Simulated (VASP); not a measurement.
Y:

```
CELL_PARAMETERS angstrom
-1.79123 1.79123 1.79123
1.79123 -1.79123 1.79123
1.79123 1.79123 -1.79123
ATOMIC_POSITIONS crystal
Y 0.00000 0.00000 0.00000
```

* Program: VASP 6.6.1
* Task: relaxation of cell and atoms
* Functional: PBEsol
* Potentials or basis: VASP PAW PBE potentials, release 64 (Y_sv)
* Cutoff: 600 eV
* k mesh: 8 × 8 × 8
* Occupations: gaussian, width 0.1 eV
* Spin: no spin polarisation

At the start: pressure 19.3 GPa; volume 22.99 Å³/atom.

Question: Where does the relaxation end?

Answer: Over 3 steps the energy falls by 420.9 meV/atom and the volume is 31.28 Å³/atom (+36.1 %); space group Im-3m (No. 229, to 0.05 Å).

The path:
```tsv
step	energy change (eV)	largest force (eV/Å)	pressure (GPa)	volume (Å³)
1	0.0000	0.0000	19.31	22.99
2	-0.4037	0.0000	-2.47	33.50
3	-0.4209	0.0000	0.10	31.28
```

Final structure:
```
Y
1.0
    -1.98493    1.98493    1.98493
     1.98493   -1.98493    1.98493
     1.98493    1.98493   -1.98493
Y
1
Direct
  0.00000 0.00000 0.00000
```

Caveat: the volume moved by over 15 % at a fixed basis, so the end points are rough; the PAW data sets were made with another functional, which shifts forces and pressure a little.
